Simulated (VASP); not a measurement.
Here is a VASP 6.6.1 calculation.

INCAR

```
PREC = Accurate ; ENCUT = 600
EDIFF = 1E-6 ; ISMEAR = -1
SIGMA = 0.15 ; LREAL = False
LASPH = True ; NELM = 100
ALGO = Normal ; ISIF = 3
LWAVE = False ; LCHARG = False
GGA = PS ; IBRION = 2
NSW = 80 ; EDIFFG = -0.001
```

KPOINTS

```
regular mesh
0
Gamma
  18 18 18
```

Contents of POSCAR:

```
VH2
1.0
    0.0000000000      2.0820882348      2.0820882348
    2.0820882348      0.0000000000      2.0820882348
    2.0820882348      2.0820882348      0.0000000000
V H
1 2
Direct
    0.0000000000      0.0000000000      0.0000000000
    0.2500000000      0.2500000000      0.2500000000
    0.7500000000      0.7500000000      0.7500000000
```

Potentials or basis: VASP PAW PBE potentials, release 64 (V_sv, H).

Command:

```console
$ cat potpaw_PBE.64/V_sv/POTCAR potpaw_PBE.64/H/POTCAR > POTCAR
$ mpirun -np 1 vasp_std > vasp.out
```

(1) What does it give for the space group after relaxing (to 0.1 Å)?

(2) Estimate the band gap on the k mesh.

(3) Predict the relaxed cell.

(4) Predict the relaxed volume.

Answers

(1) Fm-3m (No. 225).

(2) zero (an odd number of electrons rules out a gap without spin polarisation).

(3) a = 2.949 Å, b = 2.949 Å, c = 2.949 Å, α = 60.00°, β = 60.00°, γ = 60.00°.

(4) 6.04 Å³/atom.

Caveat: the PAW data sets were made with another functional, which shifts forces and pressure a little.
